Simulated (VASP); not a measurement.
# Sr in VASP: notebook

Sr is run at these levels: r2SCAN; tasks: single point.

Everything below comes from runs of VASP 6.6.1. Logs are shortened: lines on timing, memory, paths and dates and some standing lists are left out, and cuts for length are marked.

### 1 The cell of the first run

It takes space group Im-3m (No. 229, cubic). Conventional cell: a = 4.995 Å, b = 4.995 Å, c = 4.995 Å, α = 90.00°, β = 90.00°, γ = 90.00°. Within 5.7 Å of Sr (site symmetry m-3m) lie 14 Sr at 4.33 to 5.00 Å.

This isn't the form of Sr at room conditions, which is fcc.

### 2 Single point, r2SCAN (strain +0.030 along x and y, +0.030 along z)

POSCAR reads:

```
Sr
1.0
   -2.4977500000      2.4977500000      2.4977500000
    2.4977500000     -2.4977500000      2.4977500000
    2.4977500000      2.4977500000     -2.4977500000
Sr
1
Direct
    0.0000000000      0.0000000000      0.0000000000
```

INCAR.step1 reads:

```
SYSTEM = Sr
PREC = Accurate
ENCUT = 520
ISMEAR = 0
SIGMA = 0.15
LREAL = .False.
LASPH = .True.
NELM = 60
NBANDS = 11
GGA = PE
ALGO = Normal
EDIFF = 1E-4
LWAVE = .True.
LCHARG = .False.
```

INCAR.step2 reads:

```
SYSTEM = Sr
PREC = Accurate
ENCUT = 520
EDIFF = 1E-6
ISMEAR = 0
SIGMA = 0.15
LREAL = .False.
LASPH = .True.
NELM = 60
ALGO = Normal
ISIF = 2
LWAVE = .False.
LCHARG = .True.
METAGGA = R2SCAN
LMIXTAU = .True.
LELF = .True.
LVHAR = .True.
NBANDS = 11
ISTART = 1
```

KPOINTS reads:

```
regular mesh
0
Gamma
  14 14 14
  0 0 0
```

Potentials or basis: VASP PAW PBE potentials, release 64 (Sr_sv).

Started as:

```console
$ cat potpaw_PBE.64/Sr_sv/POTCAR > POTCAR
$ cp INCAR.step1 INCAR
$ mpirun -np 1 vasp_std > vasp.out
$ cp INCAR.step2 INCAR
$ mpirun -np 1 vasp_std > vasp.out
```

OUTCAR:

```text
SYSTEM = Sr
   PREC = Accurate
   ENCUT = 520
   EDIFF = 1E-6
   ISMEAR = 0
   LREAL = .False.
   LASPH = .True.
   NELM = 60
   ISIF = 2
   METAGGA = R2SCAN
   ISTART = 1

 ion  position               nearest neighbor table
   1  0.000  0.000  0.000-

  LATTYP: Found a body centered cubic cell.
 ALAT       =     4.9955000000

  Lattice vectors:

 A1 = (  -2.4977500000,   2.4977500000,   2.4977500000)
 A2 = (   2.4977500000,  -2.4977500000,   2.4977500000)
 A3 = (   2.4977500000,   2.4977500000,  -2.4977500000)

Analysis of symmetry for initial positions (statically):
=====================================================================
 Subroutine PRICEL returns:
 Original cell was already a primitive cell.

 Routine SETGRP: Setting up the symmetry group for a
 body centered cubic supercell.

 Subroutine GETGRP returns: Found 48 space group operations
 (whereof 48 operations were pure point group operations)
 out of a pool of 48 trial point group operations.

The static configuration has the point symmetry O_h .

Analysis of symmetry for dynamics (positions and initial velocities):
=====================================================================
 Subroutine PRICEL returns:
 Original cell was already a primitive cell.

 Routine SETGRP: Setting up the symmetry group for a
 body centered cubic supercell.

 Subroutine GETGRP returns: Found 48 space group operations
 (whereof 48 operations were pure point group operations)
 out of a pool of 48 trial point group operations.

The dynamic configuration has the point symmetry O_h .

 Subroutine INISYM returns: Found 48 space group operations
 (whereof 48 operations are pure point group operations),
 and found     1 'primitive' translations

----------------------------------------------------------------------------------------

                                     Primitive cell

  volume of cell :      62.3314

  direct lattice vectors                    reciprocal lattice vectors
    -2.497750000  2.497750000  2.497750000     0.000000000  0.200180162  0.200180162
     2.497750000 -2.497750000  2.497750000     0.200180162  0.000000000  0.200180162
     2.497750000  2.497750000 -2.497750000     0.200180162  0.200180162  0.000000000

  length of vectors
     4.326229905  4.326229905  4.326229905     0.283097500  0.283097500  0.283097500

  position of ions in fractional coordinates (direct lattice)
     0.000000000  0.000000000  0.000000000

  ion indices of the primitive-cell ions
   primitive index   ion index
                 1           1

----------------------------------------------------------------------------------------

 KPOINTS: regular mesh

Automatic generation of k-mesh.
 Grid dimensions read from file:
 generate k-points for:   14   14   14

 Generating k-lattice:

  Cartesian coordinates                     Fractional coordinates (reciprocal lattice)
     0.000000000  0.014298583  0.014298583     0.071428571  0.000000000  0.000000000
     0.014298583  0.000000000  0.014298583     0.000000000  0.071428571  0.000000000
     0.014298583  0.014298583  0.000000000     0.000000000  0.000000000  0.071428571

  Length of vectors
     0.020221250  0.020221250  0.020221250

  Shift w.r.t. Gamma in fractional coordinates (k-lattice)
     0.000000000  0.000000000  0.000000000

 Subroutine IBZKPT returns following result:
 ===========================================

 Found    104 irreducible k-points:

 Following reciprocal coordinates:
            Coordinates               Weight
  0.000000  0.000000  0.000000      1.000000
  0.071429  0.000000  0.000000     12.000000
  0.142857  0.000000  0.000000     12.000000
  0.214286  0.000000  0.000000     12.000000
  0.285714  0.000000  0.000000     12.000000
  0.357143  0.000000  0.000000     12.000000
[... 16 lines left out ...]
  0.285714  0.285714  0.000000     24.000000
  0.357143  0.285714 -0.000000     24.000000
 [... further k-points ...]
   k-points           NKPTS =    104   k-points in BZ     NKDIM =    104   number of bands    NBANDS=     11
   number of dos      NEDOS =    301   number of ions     NIONS =      1
   total plane-waves  NPLWV =  32768
   dimension x,y,z NGX =    32 NGY =   32 NGZ =   32
   dimension x,y,z NGXF=    64 NGYF=   64 NGZF=   64
   ions per type =               1
   NGX,Y,Z   is equivalent  to a cutoff of  12.30, 12.30, 12.30 a.u.
   NGXF,Y,Z  is equivalent  to a cutoff of  24.59, 24.59, 24.59 a.u.
 SYSTEM =  Sr
   PREC   = accura    normal or accurate (medium, high low for compatibility)
   ISTART =      1    job   : 0-new  1-cont  2-samecut
   ICHARG =      0    charge: 1-file 2-atom 10-const
   ISPIN  =      1    spin polarized calculation?
   LNONCOLLINEAR =      F non collinear calculations
   LSORBIT =      F    spin-orbit coupling
   LASPH  =      T    aspherical Exc in radial PAW
   ENCUT  =  520.0 eV  38.22 Ry    6.18 a.u.   8.04  8.04  8.04*2*pi/ulx,y,z
   NELM   =     60;   NELMIN=  2; NELMDL=  0     # of ELM steps
   EDIFF  = 0.1E-05   stopping-criterion for ELM
   LREAL  =      F    real-space projection
[... 7 lines left out ...]
   TEBEG  =    0.0;   TEEND  =   0.0 temperature during run
   PSTRESS=    0.0 pullay stress
   NELECT =      10.0000    total number of electrons
   NUPDOWN=      -1.0000    fix difference up-down
   EMIN   =  10.00;   EMAX   =-10.00  energy-range for DOS
   EFERMI =   0.00;   METHOD = LEGACY
   ISMEAR =     0;   SIGMA  =   0.15  broadening in eV -4-tet -1-fermi 0-gaus
   EFERMI_NEDOS =   21; number of points for ismear=-14 and -15
   IALGO  =     38    algorithm
   IMIX   =      4    mixing-type and parameters
     AMIX     =   0.40;   BMIX     =  1.00
     AMIX_MAG =   1.60;   BMIX_MAG =  1.00
  volume/ion in A,a.u.               =      62.33       420.63
  Fermi-wavevector in a.u.,A,eV,Ry     =   0.889554  1.681014 10.766387  0.791307
  Thomas-Fermi vector in A             =   2.011130
   LORBIT       =      0    0 simple, 1 ext, 2 COOP (PROOUT), +10 PAW based schemes
   METAGGA = R2SCAN    functional components
   LHFCALC =     F    Hartree Fock is set to
   AEXX    =    0.0000 exact exchange contribution
   IVDW    =     0    specifies the selected vdW correction
   LEPSILON=     F    determine dielectric tensor
   LRPA    =     F    only Hartree local field effects (RPA)
 non-spin polarized calculation
 Gauss-broadening in eV      SIGMA  =   0.15
  energy-cutoff  :      520.00
  volume of cell :       62.33
 maximum number of plane-waves:      1721
   NGX = 17   NGY = 17   NGZ = 17

 number of electron      10.0000000 magnetization

 Free energy of the ion-electron system (eV)
  ---------------------------------------------------
  ext. energy  EPLUGINS =         0.00000000
  ---------------------------------------------------
  free energy    TOTEN  =       -15.07626635 eV

  energy without entropy =      -15.05756495  energy(sigma->0) =      -15.06691565

 E-fermi :   1.2118     XC(G=0):  -7.4007

 val. band max:        1.2089889157   @ k =   0.5000   0.5000   0.2857
 cond. band min:       1.2124230197   @ k =   0.3571   0.2857  -0.0000
 fundamental gap:      0.0034341040
 Fermi energy:         1.2117524786

 k-point     1 :       0.0000    0.0000    0.0000
  band No.  band energies     occupation
      1     -37.0921      2.00000
      2     -18.3635      2.00000
      3     -18.3635      2.00000
      4     -18.3635      2.00000
      5      -2.4392      2.00000
      6       3.7795      0.00000
      7       3.7795      0.00000
      8       3.7795      0.00000
      9       5.0119      0.00000
     10       5.0119      0.00000
     11       9.3247      0.00000

 k-point     2 :       0.0714    0.0000    0.0000
  band No.  band energies     occupation
      1     -37.0916      2.00000
      2     -18.3701      2.00000
      3     -18.3657      2.00000
      4     -18.3635      2.00000
      5      -2.3573      2.00000
      6       3.7027      0.00000
      7       3.7233      0.00000
      8       3.8554      0.00000
      9       4.8975      0.00000
     10       5.0062      0.00000
     11       9.4055      0.00000

 k-point     3 :       0.1429    0.0000    0.0000
  band No.  band energies     occupation
      1     -37.0904      2.00000
      2     -18.3887      2.00000
      3     -18.3719      2.00000
      4     -18.3635      2.00000
      5      -2.1161      2.00000
      6       3.4875      0.00000
      7       3.5050      0.00000
      8       4.0811      0.00000
      9       4.7416      0.00000
     10       5.0018      0.00000
     11       9.5157      0.00000

 k-point     4 :       0.2143    0.0000    0.0000
  band No.  band energies     occupation
      1     -37.0885      2.00000
      2     -18.4153      2.00000
      3     -18.3808      2.00000
      4     -18.3634      2.00000
      5      -1.7294      2.00000
      6       3.0471      0.00000
      7       3.2547      0.00000
      8       4.4497      0.00000
      9       4.7394      0.00000
     10       5.0263      0.00000
     11       9.2455      0.00000
[... 239 lines left out ...]
 k-point    22 :       0.3571    0.2143    0.0000
  band No.  band energies     occupation
      1     -37.0823      2.00000
      2     -18.4760      2.00000
      3     -18.4263      2.00000
      4     -18.3770      2.00000
      5       0.6988      2.00000
      6       1.3763      0.12073
      7       2.2260      0.00000
      8       4.7611      0.00000
      9       5.3326      0.00000
     10       5.9742      0.00000
     11       6.7805      0.00000

 k-point    23 :       0.2857    0.2857    0.0000
  band No.  band energies     occupation
      1     -37.0822      2.00000
      2     -18.4688      2.00000
      3     -18.4337      2.00000
      4     -18.3789      2.00000
      5       0.7082      2.00000
      6       1.6049      0.00021
      7       2.0006      0.00000
      8       4.9704      0.00000
      9       5.1018      0.00000
     10       5.8166      0.00000
     11       6.8375      0.00000

 k-point    24 :       0.3571    0.2857   -0.0000
  band No.  band energies     occupation
      1     -37.0819      2.00000
      2     -18.4636      2.00000
      3     -18.4435      2.00000
      4     -18.3796      2.00000
      5       1.2124      0.99496
      6       1.3130      0.33972
      7       1.8093      0.00000
      8       4.9788      0.00000
      9       5.2637      0.00000
     10       5.4913      0.00000
     11       7.1073      0.00000

 [... further k-points ...]

------------------------ aborting loop because EDIFF is reached ----------------------------------------

  FORCE on cell =-STRESS in cart. coord.  units (eV):
  Direction    XX          YY          ZZ          XY          YZ          ZX
  --------------------------------------------------------------------------------------
  -------------------------------------------------------------------------------------
  Total       -0.3837441     -0.3837441     -0.3837441     -0.0000000     -0.0000000      0.0000000
  in kB       -9.8638253     -9.8638253     -9.8638253     -0.0000000     -0.0000000      0.0000000
  external PRESSURE =      -9.8638253 kB  Pullay stress =       0.0000000 kB

 VOLUME and BASIS-vectors are now :
 -----------------------------------------------------------------------------
  energy-cutoff  :      520.00
  volume of cell :       62.33
      direct lattice vectors                 reciprocal lattice vectors
    -2.497750000  2.497750000  2.497750000     0.000000000  0.200180162  0.200180162
     2.497750000 -2.497750000  2.497750000     0.200180162  0.000000000  0.200180162
     2.497750000  2.497750000 -2.497750000     0.200180162  0.200180162  0.000000000

 POSITION                                       TOTAL-FORCE (eV/Angst)
 -----------------------------------------------------------------------------------
      0.00000      0.00000      0.00000         0.000000      0.000000     -0.000000
 -----------------------------------------------------------------------------------
    total drift:                                0.000000      0.000000     -0.000000

  FREE ENERGIE OF THE ION-ELECTRON SYSTEM (eV)
  ---------------------------------------------------
  free  energy   TOTEN  =       -15.0762663502 eV

  energy  without entropy=      -15.0575649536  energy(sigma->0) =      -15.06691565
```

Run time: 5.6 min. Hardware: 1 thread of Oxide Virtual Turin-like, shared host; peak memory 0.2 GiB.

Results:

```yaml
Free_energy: -15.0763 eV
Pressure: -1.0 GPa
Band_gap_on_the_k_mesh: zero (bands 5 and 6 overlap by 0.27 eV)
```

Levels at points of the mesh, in eV from the Fermi level:
| k point | band 2 | band 3 | band 4 | band 5 | band 6 | band 7 | band 8 | band 9 |
| --- | --- | --- | --- | --- | --- | --- | --- | --- |
| (0.00, 0.00, 0.00) | -19.58 | -19.58 | -19.58 | -3.65 | 2.57 | 2.57 | 2.57 | 3.80 |
| (0.50, 0.00, 0.00) | -19.71 | -19.62 | -19.58 | -0.89 | -0.03 | 1.44 | 3.61 | 4.25 |
| (0.50, 0.50, 0.50) | -19.67 | -19.67 | -19.67 | 0.06 | 0.06 | 3.37 | 3.37 | 3.37 |

Caveat: the cell differs from its parent crystal (strain +0.030 along x and y, +0.030 along z); the PAW data sets were made with another functional, which shifts forces and pressure a little.

### 3 Single point, r2SCAN (strain -0.030 along x and y, -0.015 along z)

POSCAR reads:

```
Sr
1.0
   -2.3522500000      2.3522500000      2.3886250000
    2.3522500000     -2.3522500000      2.3886250000
    2.3522500000      2.3522500000     -2.3886250000
Sr
1
Direct
    0.0000000000      0.0000000000      0.0000000000
```

INCAR.step1 reads:

```
SYSTEM = Sr
ALGO = Normal ; EDIFF = 1E-4
ENCUT = 520 ; GGA = PE
ISMEAR = 0 ; LASPH = .True.
LCHARG = .False. ; LREAL = .False.
LWAVE = .True. ; NBANDS = 11
NELM = 100 ; PREC = Accurate
SIGMA = 0.15
```

INCAR.step2 reads:

```
SYSTEM = Sr
ALGO = Normal ; EDIFF = 1E-6
ENCUT = 520 ; ISIF = 2
ISMEAR = 0 ; ISTART = 1
LASPH = .True. ; LCHARG = .False.
LMIXTAU = .True. ; LREAL = .False.
LWAVE = .False. ; METAGGA = R2SCAN
NBANDS = 11 ; NELM = 100
PREC = Accurate ; SIGMA = 0.15
```

KPOINTS reads:

```
k-points
0
Gamma
  14 14 14
  0 0 0
```

Potentials or basis: VASP PAW PBE potentials, release 64 (Sr_sv).

Started as:

```console
$ cat potpaw_PBE.64/Sr_sv/POTCAR > POTCAR
$ cp INCAR.step1 INCAR
$ mpirun -np 1 vasp_std > vasp.out
$ cp INCAR.step2 INCAR
$ mpirun -np 1 vasp_std > vasp.out
```

Wall time 8.3 min (1 thread of Oxide Virtual Turin-like, shared host); peak memory 0.24 GiB.

The run converged. Its results:

```
Free energy            : -15.0903 eV
Pressure               : 0.7 GPa
Band gap on the k mesh : zero (bands 5 and 6 overlap by 0.45 eV)
```

Levels at points of the mesh, in eV from the Fermi level:
| k point | band 2 | band 3 | band 4 | band 5 | band 6 | band 7 | band 8 | band 9 |
| --- | --- | --- | --- | --- | --- | --- | --- | --- |
| (0.00, 0.00, 0.00) | -19.19 | -19.19 | -19.19 | -3.89 | 2.77 | 2.77 | 2.86 | 4.12 |
| (0.50, 0.00, 0.00) | -19.43 | -19.27 | -19.19 | -0.99 | 0.18 | 1.51 | 4.02 | 4.73 |
| (0.50, 0.50, 0.00) | -19.43 | -19.27 | -19.20 | -0.96 | 0.23 | 1.40 | 4.15 | 4.79 |
| (0.50, 0.50, 0.50) | -19.36 | -19.35 | -19.35 | -0.19 | -0.15 | 3.91 | 4.14 | 4.14 |

Caveat: the cell differs from its parent crystal (strain -0.030 along x and y, -0.015 along z); the PAW data sets were made with another functional, which shifts forces and pressure a little.

(Continued in part 2 of 2.)
